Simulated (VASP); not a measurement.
# LiScBH4 (F-43m) in VASP: notebook, part 2 of 2

VASP 6.6.1. Earlier steps stand in the parts before.

## Step 3: Relaxation of cell and atoms, PBE

This run uses another cell than the first one, of 7.36 Å³/atom, 0.629 times its volume.

Contents of INCAR:

```
SYSTEM = LiScBH4
ALGO     = Normal         ! electronic algorithm
EDIFF    = 1E-6           ! SCF threshold, eV
EDIFFG   = -0.04          ! ionic threshold
ENCUT    = 600            ! plane-wave cutoff, eV
GGA      = PE             ! functional
IBRION   = 2              ! ionic algorithm
ISIF     = 3              ! what is computed and relaxed
ISMEAR   = 0              ! smearing method
LASPH    = .True.         ! aspherical terms in the spheres
LCHARG   = .False.        ! write CHGCAR
LREAL    = .False.        ! projectors in reciprocal space
LWAVE    = .False.        ! write WAVECAR
NELM     = 80             ! most SCF steps
NSW      = 90             ! ionic steps
PREC     = Accurate       ! precision mode
SIGMA    = 0.1            ! smearing width, eV
```

Contents of KPOINTS:

```
k-points
0
Gamma
  6 6 6
  0 0 0
```

Contents of POSCAR:

```
LiScBH4
1.0
    0.0000000000      2.9532702200      2.9532702200
    2.9532702200      0.0000000000      2.9532702200
    2.9532702200      2.9532702200      0.0000000000
Li Sc B H
1 1 1 4
Direct
    0.0000000000      0.0000000000      0.0000000000
    0.2500000000      0.2500000000      0.2500000000
    0.7500000000      0.7500000000      0.7500000000
    0.8249303200      0.8249303200      0.5252090500
    0.5252090500      0.8249303200      0.8249303200
    0.8249303200      0.8249303200      0.8249303200
    0.8249303200      0.5252090500      0.8249303200
```

Potentials or basis: VASP PAW PBE potentials, release 64 (Li_sv, Sc_sv, B, H).

Started as:

```sh
$ cat potpaw_PBE.64/Li_sv/POTCAR potpaw_PBE.64/Sc_sv/POTCAR potpaw_PBE.64/B/POTCAR potpaw_PBE.64/H/POTCAR > POTCAR
$ mpirun -np 1 vasp_std > vasp.out
```

OUTCAR:

```text
SYSTEM = LiScBH4
   EDIFF = 1E-6
   EDIFFG = -0.04
   ENCUT = 600
   GGA = PE
   IBRION = 2
   ISIF = 3
   ISMEAR = 0
   LASPH = .True.
   LREAL = .False.
   NELM = 80
   NSW = 90
   PREC = Accurate

 ion  position               nearest neighbor table
   1  0.000  0.000  0.000-   2 2.56   2 2.56   2 2.56   2 2.56
   2  0.250  0.250  0.250-   1 2.56   1 2.56   1 2.56   1 2.56
   3  0.750  0.750  0.750-   4 0.77   5 0.77   7 0.77   6 0.77
   4  0.825  0.825  0.525-   3 0.77
   5  0.525  0.825  0.825-   3 0.77
   6  0.825  0.825  0.825-   3 0.77
   7  0.825  0.525  0.825-   3 0.77

  LATTYP: Found a face centered cubic cell.
 ALAT       =     5.9065404400

  Lattice vectors:

 A1 = (   0.0000000000,   2.9532702200,   2.9532702200)
 A2 = (   2.9532702200,   0.0000000000,   2.9532702200)
 A3 = (   2.9532702200,   2.9532702200,   0.0000000000)

Analysis of symmetry for initial positions (statically):
=====================================================================
 Subroutine PRICEL returns:
 Original cell was already a primitive cell.

 Routine SETGRP: Setting up the symmetry group for a
 face centered cubic supercell.

 Subroutine GETGRP returns: Found 24 space group operations
 (whereof 24 operations were pure point group operations)
[... 166 lines left out ...]

  energy without entropy =       -5.43776482  energy(sigma->0) =       -5.44602156

------------------------ aborting loop because EDIFF is reached ----------------------------------------

  FORCE on cell =-STRESS in cart. coord.  units (eV):
  Direction    XX          YY          ZZ          XY          YZ          ZX
  --------------------------------------------------------------------------------------
  -------------------------------------------------------------------------------------
  Total       34.9040200     34.9040200     34.9040200     -0.0000000     -0.0000000      0.0000000
  in kB     1085.5416145   1085.5416145   1085.5416145     -0.0000000     -0.0000000      0.0000000
  external PRESSURE =    1085.5416145 kB  Pullay stress =       0.0000000 kB
[... 653 lines left out ...]
      1     -45.7770      2.00000
      2     -43.5466      2.00000
      3     -24.4946      2.00000
      4     -24.4894      2.00000
      5     -24.4872      2.00000
      6      -7.9925      2.00000
      7      -3.9722      2.00000
      8      -3.3649      2.00000
      9      -3.2877      2.00000
     10       3.5342      2.00000
     11       4.8843      0.00371
     12       5.2632      0.00000
     13       5.4991      0.00000
     14       5.9690      0.00000

[... ionic steps 4 to 11 ...]

--------------------------------------- Ionic step       12  -------------------------------------------

 number of electron      21.0000010 magnetization

------------------------ aborting loop because EDIFF is reached ----------------------------------------
[... 77 lines left out ...]
--------------------------------------- Ionic step       14  -------------------------------------------

 number of electron      21.0000001 magnetization

 Free energy of the ion-electron system (eV)
  ---------------------------------------------------
  ext. energy  EPLUGINS =         0.00000000
  ---------------------------------------------------
  free energy    TOTEN  =       -25.76631474 eV

  energy without entropy =      -25.74235550  energy(sigma->0) =      -25.75433512

 E-fermi :   2.6261     XC(G=0):  -8.4385

 val. band max:        2.5957228569   @ k =   0.5000   0.0000   0.0000
 cond. band min:       2.6323722367   @ k =   0.3333   0.1667   0.0000
 fundamental gap:      0.0366493798
 Fermi energy:         2.6260666302
[... 304 lines left out ...]
  FREE ENERGIE OF THE ION-ELECTRON SYSTEM (eV)
  ---------------------------------------------------
  free  energy   TOTEN  =       -25.7663147432 eV

  energy  without entropy=      -25.7423554970  energy(sigma->0) =      -25.75433512

 reached required accuracy - stopping structural energy minimisation
```

It took 16 min on 1 thread of AMD EPYC 7R13, shared host; peak memory 0.2 GiB.

Results:

```yaml
Free_energy: -25.7663 eV
Relaxed_volume: 11.17 Å³/atom
Relaxed_cell: a = 4.800 Å, b = 4.800 Å, c = 4.800 Å, α = 60.00°, β = 60.00°, γ = 60.00°
Space_group_after_relaxing_to_0.05_Å: F-43m (No. 216)
Energy_gained_by_relaxing: 2901.7 meV/atom
Ionic_steps: 14
Pressure_after_relaxing: 0.4 GPa
Largest_force_after_relaxing: 0.037 eV/Å
```

Forces in eV/Å, atoms in the order of the input:
```
Li   0.000  0.000  0.000
Sc   0.000  0.000  0.000
B    0.000  0.000  0.000
H   -0.021 -0.021  0.021
H    0.021 -0.021 -0.021
H    0.021  0.021  0.021
H   -0.021  0.021 -0.021
```

Step by step:
| step | energy change (eV) | largest force (eV/Å) | pressure (GPa) | volume (Å³) |
| --- | --- | --- | --- | --- |
| 1 | 0.0000 | 32.8977 | 108.55 | 51.52 |
| 2 | 205.2699 | 698.2024 | 272.17 | 98.35 |
| 3 | -19.4159 | 0.9142 | 18.00 | 53.45 |
| 4 | -19.4372 | 0.7796 | 17.54 | 53.54 |
| 5 | -19.5389 | 0.4207 | 13.69 | 54.35 |
| 6 | 10.7660 | 27.0152 | 38.98 | 74.19 |
| 7 | -19.0855 | 2.5768 | 10.07 | 54.43 |
| 8 | -19.8021 | 0.0528 | 10.41 | 57.63 |
| 9 | -19.8200 | 0.5479 | 10.95 | 58.24 |
| 10 | -20.0735 | 0.0907 | 5.81 | 63.29 |
| 11 | -20.2313 | 0.5106 | 0.95 | 70.96 |
| 12 | -20.2401 | 0.6643 | -0.21 | 73.27 |
| 13 | -20.3053 | 0.1688 | 0.17 | 76.73 |
| 14 | -20.3120 | 0.0367 | 0.36 | 78.21 |

Final structure:
```
Li Sc B H
1.0
     0.00000    3.39424    3.39424
     3.39424    0.00000    3.39424
     3.39424    3.39424    0.00000
Li Sc B H
1 1 1 4
Direct
  0.00000 0.00000 0.00000
  0.25000 0.25000 0.25000
  0.75000 0.75000 0.75000
  0.85503 0.85503 0.43492
  0.43492 0.85503 0.85503
  0.85503 0.85503 0.85503
  0.85503 0.43492 0.85503
```

Caveat: the cutoff is under 1.25 times the usual one of these potentials, so pressure, stress and relaxed cells hold a basis-set (Pulay) error; the volume moved by over 15 % at a fixed basis, so the end points are rough.

## Step 4: Single point, PBE+U

Contents of INCAR:

```
PREC = Accurate
ENCUT = 750
EDIFF = 1E-6
ISMEAR = 0
SIGMA = 0.1
LREAL = F
LASPH = T
NELM = 200
ALGO = Normal
ISIF = 2
LWAVE = F
LCHARG = F
LMAXMIX = 4
LDAU = T
LDAUTYPE = 2
LDAUL = -1 2 -1 -1
LDAUU = 0 1 0 0
LDAUJ = 0 0 0 0
LDAUPRINT = 1
GGA = PE
NBANDS = 20
GGA_COMPAT = F
```

Contents of KPOINTS:

```
Automatic mesh
0
Gamma
  10 10 10
```

Contents of POSCAR:

```
LiScBH4
1.0
    0.0000000000      3.4466954232      3.4466954232
    3.4466954232      0.0000000000      3.4466954232
    3.4466954232      3.4466954232      0.0000000000
Li Sc B H
1 1 1 4
Direct
    0.0000000000      0.0000000000      0.0000000000
    0.7500000000      0.7500000000      0.7500000000
    0.2500000000      0.2500000000      0.2500000000
    0.1461457068      0.1461457068      0.1461457068
    0.1461457068      0.1461457068      0.5615628795
    0.1461457068      0.5615628795      0.1461457068
    0.5615628795      0.1461457068      0.1461457068
```

Potentials or basis: VASP PAW PBE potentials, release 64 (Li_sv, Sc_sv, B, H).

Started as:

```sh
$ cat potpaw_PBE.64/Li_sv/POTCAR potpaw_PBE.64/Sc_sv/POTCAR potpaw_PBE.64/B/POTCAR potpaw_PBE.64/H/POTCAR > POTCAR
$ mpirun -np 1 vasp_std > vasp.out
```

OUTCAR:

```text
PREC = Accurate
   ENCUT = 750
   EDIFF = 1E-6
   ISMEAR = 0
   LREAL = F
   LASPH = T
   NELM = 200
   ISIF = 2
   GGA = PE

 ion  position               nearest neighbor table
   1  0.000  0.000  0.000-   4 1.74   5 1.74   6 1.74   7 1.74   2 2.98   2 2.98   2 2.98   2 2.98

   2  0.750  0.750  0.750-   1 2.98   1 2.98   1 2.98   1 2.98
   3  0.250  0.250  0.250-   5 1.24   6 1.24   7 1.24   4 1.24
   4  0.146  0.146  0.146-   3 1.24   1 1.74
   5  0.146  0.146  0.562-   3 1.24   1 1.74
   6  0.146  0.562  0.146-   3 1.24   1 1.74
   7  0.562  0.146  0.146-   3 1.24   1 1.74

  LATTYP: Found a face centered cubic cell.
 ALAT       =     6.8933908464

  Lattice vectors:

 A1 = (   0.0000000000,   3.4466954232,   3.4466954232)
 A2 = (   3.4466954232,   0.0000000000,   3.4466954232)
 A3 = (   3.4466954232,   3.4466954232,   0.0000000000)

Analysis of symmetry for initial positions (statically):
=====================================================================
 Subroutine PRICEL returns:
 Original cell was already a primitive cell.

 Routine SETGRP: Setting up the symmetry group for a
 face centered cubic supercell.

 Subroutine GETGRP returns: Found 24 space group operations
 (whereof 24 operations were pure point group operations)
 out of a pool of 48 trial point group operations.

The static configuration has the point symmetry T_d .

Analysis of symmetry for dynamics (positions and initial velocities):
=====================================================================
 Subroutine PRICEL returns:
 Original cell was already a primitive cell.

 Routine SETGRP: Setting up the symmetry group for a
 face centered cubic supercell.

 Subroutine GETGRP returns: Found 24 space group operations
 (whereof 24 operations were pure point group operations)
 out of a pool of 48 trial point group operations.

The dynamic configuration has the point symmetry T_d .

 Subroutine INISYM returns: Found 24 space group operations
 (whereof 24 operations are pure point group operations),
 and found     1 'primitive' translations

----------------------------------------------------------------------------------------

                                     Primitive cell

  volume of cell :      81.8915

  direct lattice vectors                    reciprocal lattice vectors
     0.000000000  3.446695423  3.446695423    -0.145066488  0.145066488  0.145066488
     3.446695423  0.000000000  3.446695423     0.145066488 -0.145066488  0.145066488
     3.446695423  3.446695423  0.000000000     0.145066488  0.145066488 -0.145066488

  length of vectors
     4.874363413  4.874363413  4.874363413     0.251262528  0.251262528  0.251262528

  position of ions in fractional coordinates (direct lattice)
     0.000000000  0.000000000  0.000000000
     0.750000000  0.750000000  0.750000000
     0.250000000  0.250000000  0.250000000
     0.146145707  0.146145707  0.146145707
     0.146145707  0.146145707  0.561562880
     0.146145707  0.561562880  0.146145707
[... 103 lines left out ...]
     AMIX_MAG =   1.60;   BMIX_MAG =  1.00
  volume/ion in A,a.u.               =      11.70        78.95
  Fermi-wavevector in a.u.,A,eV,Ry     =   1.040084  1.965473 14.718435  1.081774
  Thomas-Fermi vector in A             =   2.174644
   LORBIT       =      0    0 simple, 1 ext, 2 COOP (PROOUT), +10 PAW based schemes
 LDA+U is selected, type is set to LDAUTYPE =  2
   angular momentum for each species LDAUL =    -1    2   -1   -1
   U (eV)           for each species LDAUU =   0.0  1.0  0.0  0.0
   J (eV)           for each species LDAUJ =   0.0  0.0  0.0  0.0
   GGA     = PE    functional components
   LHFCALC =     F    Hartree Fock is set to
   AEXX    =    0.0000 exact exchange contribution
   IVDW    =     0    specifies the selected vdW correction
   LEPSILON=     F    determine dielectric tensor
   LRPA    =     F    only Hartree local field effects (RPA)
 non-spin polarized calculation
 Gauss-broadening in eV      SIGMA  =   0.10
  energy-cutoff  :      750.00
  volume of cell :       81.89
 maximum number of plane-waves:      3842
 NGX is ok and might be reduce to    48
   NGX = 21   NGY = 21   NGZ = 21

atom =   2  type =  2  l = 2

 onsite density matrix

spin component  1

  0.1510 -0.0000 -0.0000  0.0000 -0.0000
 -0.0000  0.1510  0.0000 -0.0000  0.0000
 -0.0000  0.0000  0.0186  0.0000  0.0000
  0.0000 -0.0000  0.0000  0.1510  0.0000
 -0.0000  0.0000  0.0000  0.0000  0.0186

spin component  2

  0.1510 -0.0000 -0.0000  0.0000 -0.0000
 -0.0000  0.1510  0.0000 -0.0000  0.0000
 -0.0000  0.0000  0.0186  0.0000  0.0000
  0.0000 -0.0000  0.0000  0.1510  0.0000
 -0.0000  0.0000  0.0000  0.0000  0.0186

 occupancies and eigenvectors

  o =  0.0186  v =  0.0000  0.0000  0.0657 -0.0000 -0.9978  0.0000  0.0000  0.0000  0.0000  0.0000      0.0000  0.0000  0.0000  0.0000  0.0000  0.0000  0.0000  0.0000  0.0000  0.0000
  o =  0.0186  v =  0.0000  0.0000  0.0000  0.0000  0.0000  0.0000  0.0000  0.0657 -0.0000 -0.9978      0.0000  0.0000  0.0000  0.0000  0.0000  0.0000  0.0000  0.0000  0.0000  0.0000
  o =  0.0186  v =  0.0000 -0.0000  0.9978  0.0000  0.0657  0.0000  0.0000  0.0000  0.0000  0.0000      0.0000  0.0000  0.0000  0.0000  0.0000  0.0000  0.0000  0.0000  0.0000  0.0000
  o =  0.0186  v =  0.0000  0.0000  0.0000  0.0000  0.0000  0.0000 -0.0000  0.9978  0.0000  0.0657      0.0000  0.0000  0.0000  0.0000  0.0000  0.0000  0.0000  0.0000  0.0000  0.0000
  o =  0.1510  v =  0.0000  0.0000  0.0000  0.0000  0.0000  1.0000  0.0000  0.0000  0.0000  0.0000      0.0000  0.0000  0.0000  0.0000  0.0000  0.0000  0.0000  0.0000  0.0000  0.0000
  o =  0.1510  v =  1.0000  0.0000  0.0000  0.0000  0.0000  0.0000  0.0000  0.0000  0.0000  0.0000      0.0000  0.0000  0.0000  0.0000  0.0000  0.0000  0.0000  0.0000  0.0000  0.0000
  o =  0.1510  v =  0.0000  0.0000  0.0000  0.0000  0.0000  0.0000 -0.2658 -0.0000 -0.9640  0.0000      0.0000  0.0000  0.0000  0.0000  0.0000  0.0000  0.0000  0.0000  0.0000  0.0000
  o =  0.1510  v =  0.0000 -0.2658 -0.0000 -0.9640  0.0000  0.0000  0.0000  0.0000  0.0000  0.0000      0.0000  0.0000  0.0000  0.0000  0.0000  0.0000  0.0000  0.0000  0.0000  0.0000
  o =  0.1510  v =  0.0000 -0.9640 -0.0000  0.2658 -0.0000  0.0000  0.0000  0.0000  0.0000  0.0000      0.0000  0.0000  0.0000  0.0000  0.0000  0.0000  0.0000  0.0000  0.0000  0.0000
  o =  0.1510  v =  0.0000  0.0000  0.0000  0.0000  0.0000  0.0000 -0.9640 -0.0000  0.2658 -0.0000      0.0000  0.0000  0.0000  0.0000  0.0000  0.0000  0.0000  0.0000  0.0000  0.0000

 number of electron      21.0000001 magnetization

 Free energy of the ion-electron system (eV)
  ---------------------------------------------------
  ext. energy  EPLUGINS =         0.00000000
  ---------------------------------------------------
  free energy    TOTEN  =       -25.39208188 eV

  energy without entropy =      -25.36821488  energy(sigma->0) =      -25.38014838

 E-fermi :   2.3949     XC(G=0):  -8.2876

 val. band max:        2.3835670188   @ k =  -0.4000   0.2000   0.0000
 cond. band min:       2.4213896305   @ k =   0.3000   0.0000   0.0000
 fundamental gap:      0.0378226116
 Fermi energy:         2.3948709950

 k-point     1 :       0.0000    0.0000    0.0000
  band No.  band energies     occupation
      1     -48.8940      2.00000
      2     -45.1354      2.00000
      3     -27.5133      2.00000
      4     -27.5133      2.00000
      5     -27.5133      2.00000
      6      -8.9765      2.00000
[... 541 lines left out ...]
     19       6.6234      0.00000
     20       8.8731      0.00000

 [... further k-points ...]
[... 5 lines left out ...]
  --------------------------------------------------------------------------------------
  -------------------------------------------------------------------------------------
  Total        0.2213499      0.2213499      0.2213499      0.0000000      0.0000000      0.0000000
  in kB        4.3306308      4.3306308      4.3306308      0.0000000      0.0000000      0.0000000
  external PRESSURE =       4.3306308 kB  Pullay stress =       0.0000000 kB

 VOLUME and BASIS-vectors are now :
 -----------------------------------------------------------------------------
  energy-cutoff  :      750.00
  volume of cell :       81.89
      direct lattice vectors                 reciprocal lattice vectors
     0.000000000  3.446695423  3.446695423    -0.145066488  0.145066488  0.145066488
     3.446695423  0.000000000  3.446695423     0.145066488 -0.145066488  0.145066488
     3.446695423  3.446695423  0.000000000     0.145066488  0.145066488 -0.145066488

 POSITION                                       TOTAL-FORCE (eV/Angst)
 -----------------------------------------------------------------------------------
      0.00000      0.00000      0.00000         0.000000      0.000000     -0.000000
      5.17004      5.17004      5.17004         0.000000      0.000000     -0.000000
      1.72335      1.72335      1.72335         0.000000      0.000000     -0.000000
      1.00744      1.00744      1.00744         0.002025      0.002025      0.002025
      2.43926      2.43926      1.00744        -0.002025     -0.002025      0.002025
      2.43926      1.00744      2.43926        -0.002025      0.002025     -0.002025
      1.00744      2.43926      2.43926         0.002025     -0.002025     -0.002025
 -----------------------------------------------------------------------------------
    total drift:                                0.000000      0.000000      0.000000

  FREE ENERGIE OF THE ION-ELECTRON SYSTEM (eV)
  ---------------------------------------------------
  free  energy   TOTEN  =       -25.3920818799 eV

  energy  without entropy=      -25.3682148817  energy(sigma->0) =      -25.38014838
```

It took 6.3 min on 1 thread of Intel Xeon 8259CL, shared host; peak memory 0.42 GiB.

What came out:

* Free energy: -25.3921 eV
* Pressure: 0.4 GPa
* Largest force: 0.004 eV/Å

Forces on the atoms (eV/Å):
```
Li   0.000  0.000  0.000
Sc   0.000  0.000  0.000
B    0.000  0.000  0.000
H    0.002  0.002  0.002
H   -0.002 -0.002  0.002
H   -0.002  0.002 -0.002
H    0.002 -0.002 -0.002
```

Eigenvalues of the final occupation matrices:
| site | spin | trace | eigenvalues |
| --- | --- | --- | --- |
| site 2 d | 1 | 0.49 | 0.02 0.02 0.15 0.15 0.15 |
| site 2 d | 2 | 0.49 | 0.02 0.02 0.15 0.15 0.15 |

Caveat: U without spin polarisation on a metal has little footing; the U is typed as a test and isn't derived for this compound.

## Step 5: Overview

```tsv
task	level	U	cell	k mesh	cutoff (eV)	gap on the mesh (eV)	pressure (GPa)	largest force (eV/Å)
single point	PBE	-	a = 4.874 Å, angles 60.0°, 7 atoms	6 × 6 × 6	520	none	-	0.02
relaxation of cell and atoms	PBE	-	relaxed from a = 4.177 Å, angles 60.0°, 7 atoms	6 × 6 × 6	600	none	0.4	0.04
single point	PBE+U	Sc d U = 1.0 eV	a = 4.874 Å, angles 60.0°, 7 atoms	10 × 10 × 10	750	none	0.4	-
```

Alike in all rows: potentials or basis VASP PAW PBE potentials, release 64 (Li_sv, Sc_sv, B, H); no spin polarisation; smearing gaussian 0.1 eV.

Caveats: the cutoff is under 1.25 times the usual one of these potentials, so pressure, stress and relaxed cells hold a basis-set (Pulay) error (some runs); the volume moved by over 15 % at a fixed basis, so the end points are rough (some runs); U without spin polarisation on a metal has little footing (some runs); the U is typed as a test and isn't derived for this compound (some runs).

Total energies depend on the potentials used, so only differences within one code and one set of settings carry meaning.
